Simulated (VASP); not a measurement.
Input of a VASP 6.6.1 run:

The input INCAR:

```
SYSTEM = MgO
ALGO     = Normal         ! electronic algorithm
EDIFF    = 1E-6           ! SCF threshold, eV
ENCUT    = 520            ! plane-wave cutoff, eV
GGA      = PE             ! functional
ISIF     = 2              ! what is computed and relaxed
ISMEAR   = -1             ! smearing method
LASPH    = .TRUE.         ! aspherical terms in the spheres
LCHARG   = .FALSE.        ! write CHGCAR
LREAL    = Auto         
LWAVE    = .FALSE.        ! write WAVECAR
NBANDS   = 66             ! bands
NELM     = 80             ! most SCF steps
PREC     = Accurate       ! precision mode
SIGMA    = 0.05           ! smearing width, eV
```

Contents of KPOINTS:

```
k-points
0
G
  2 2 1
  0 0 0
```

POSCAR

```
MgO
1.0
    5.5677590000      0.0000000000      0.0000000000
    2.7838790000      4.8218210000      0.0000000000
    0.0000000000      0.0000000000     17.6825700000
Mg O
12 12
Direct
    0.0000000000      0.0000000000      0.0565528653
   -0.0000060056      0.4999978224      0.0565528653
    0.5000036819      0.0000000000      0.0565528653
    0.4999976763      0.4999978224      0.0565528653
    0.6574478357      0.6595433551      0.1979010970
    0.6455496008      0.1703505792      0.1957747092
    0.1369537745      0.6730444784      0.2016788284
    0.1491362073      0.1622001314      0.1944174405
    0.3303440761      0.3365533478      0.3406688055
    0.3374782855      0.8341247010      0.3414322692
    0.8318670000      0.3154824702      0.3475569445
    0.8418003027      0.8260986876      0.3434794829
    0.3333283089      0.8333366170      0.1208251968
    0.3333343145      0.3333387946      0.1208251968
    0.8333319908      0.8333366170      0.1208251968
    0.8333379965      0.3333387946      0.1208251968
   -0.0389799287      0.5174186267      0.2688636324
   -0.0092536301     -0.0117383038      0.2650293481
    0.4725000781      0.4999978224      0.2573325031
    0.4873725776      0.0149528570      0.2578075472
    0.6899985265      0.1460029313      0.4112807132
    0.6868999170      0.6271489547      0.4074803606
    0.1801721667      0.1431616810      0.4046696832
    0.1636356635      0.6690003631      0.4018703164
```

Potentials or basis: VASP PAW PBE potentials, release 64 (Mg, O).

The run is started by

```bash
$ cat potpaw_PBE.64/Mg/POTCAR potpaw_PBE.64/O/POTCAR > POTCAR
$ mpirun -np 1 vasp_std > vasp.out
```

(1) What does it give for the band gap on the k mesh?

(2) Predict the largest force.

Results:

(1) zero (bands 48 and 49 overlap by 0.39 eV).

(2) 2.029 eV/Å.

Caveat: the k points lie up to 0.65 Å⁻¹ apart.
